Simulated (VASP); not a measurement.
Input of a VASP 6.6.1 run:

File INCAR:

```
ALGO = Normal
EDIFF = 1E-6
ENCUT = 520
GGA = PS
ISIF = 2
ISMEAR = 0
LASPH = True
LCHARG = False
LREAL = False
LWAVE = False
NBANDS = 17
NELM = 60
PREC = Accurate
SIGMA = 0.03
```

File KPOINTS:

```
k-points
0
Gamma
  10 10 10
```

POSCAR

```
SnTe
1.0
   -0.6840582467      2.8541740639      2.8541740639
    2.8541740639     -0.6840582467      2.8541740639
    2.8541740639      2.8541740639     -0.6840582467
Sn Te
1 1
Direct
    0.0000000000      0.0000000000      0.0000000000
    0.5000000000      0.5000000000      0.5000000000
```

Potentials or basis: VASP PAW PBE potentials, release 64 (Sn_d, Te).

Launch:

```sh
$ cat potpaw_PBE.64/Sn_d/POTCAR potpaw_PBE.64/Te/POTCAR > POTCAR
$ mpirun -np 1 vasp_std > vasp.out
```

Problem. What does it give for the pressure?

Solution. -3.0 GPa.

Problem. Estimate the band gap on the k mesh.

Solution. Zero (band 10 reaches 6.87 eV, above the bottom of band 11 at 5.24 eV).

Stress tensor (GPa, compression positive):
```
-3.03  1.47  1.47
 1.47 -3.03  1.47
 1.47  1.47 -3.03
```

Caveat: the PAW data sets were made with another functional, which shifts forces and pressure a little; spin-orbit coupling is left out, which moves the levels of the heavy elements.
